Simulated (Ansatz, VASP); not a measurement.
AgI: VASP beside Ansatz

The input INCAR:

```
SYSTEM = AgI
ALGO = Normal ; EDIFF = 1E-6
ENCUT = 500 ; GGA = PE
GGA_COMPAT = .False. ; ISIF = 2
ISMEAR = 0 ; LASPH = .True.
LCHARG = .False. ; LREAL = .False.
LWAVE = .False. ; NBANDS = 16
NELM = 120 ; PREC = Accurate
SIGMA = 0.02
```

File KPOINTS:

```
k-points
0
Gamma
  8 8 8
  0 0 0
```

POSCAR

```
AgI
1.0
    0.0000000000      3.3155353135      3.3155353135
    3.3155353135      0.0000000000      3.3155353135
    3.3155353135      3.3155353135      0.0000000000
Ag I
1 1
Direct
    0.0000000000      0.0000000000      0.0000000000
    0.2500000000      0.2500000000      0.2500000000
```

Input for Ansatz:

```yaml
crystal:
  lattice:
    - [0.0, 3.3155353135, 3.3155353135]
    - [3.3155353135, 0.0, 3.3155353135]
    - [3.3155353135, 3.3155353135, 0.0]
  atoms:
    - { symbol: Ag, position: [0.0, 0.0, 0.0] }
    - { symbol: I, position: [0.25, 0.25, 0.25] }
basis:
  ecutwfc: 420
kpoints:
  mp_grid: { grid: [8, 8, 8] }
hamiltonian:
  xc: pbe
scf:
  occupations: { method: gaussian, width: 0.02 }
  n_extra_bands: 12
output:
  forces: false
  stress: false
  eigenvalues: true
  optics: { e_range: [0, 14], sigma: 0.1, nscf_kmesh: { grid: [12, 12, 12] } }
checkpoint:
  read: start.run
  write: ck
  compress: false
  write_wavefunctions: false
  write_every: 100000
```

Alike in both runs: task single point; functional PBE; k mesh 8 × 8 × 8; occupations gaussian, width 0.02 eV; no spin polarisation.

|  | VASP | Ansatz |
| --- | --- | --- |
| version | VASP 6.6.1 | Ansatz 0.2.0 |
| potentials or method | VASP PAW PBE potentials, release 64 (Ag, I), cutoff 500 eV | scalar-relativistic, plane waves, PAW |
| valence electrons in the cell | 18 | 36 |

Ansatz gave:

```
gap on the k mesh at the Fermi level (eV) : 1.34
least direct gap on the mesh (eV)         : 1.34
```

Task: What did VASP give for the same quantities?

Result: gap on the k mesh at the Fermi level (eV): 1.35; least direct gap on the mesh (eV): 1.35.

VASP's potentials hold 18 valence electrons a cell and Ansatz's 36, so a difference there can come from the potentials and not from the codes.

Spin-orbit coupling is off throughout.
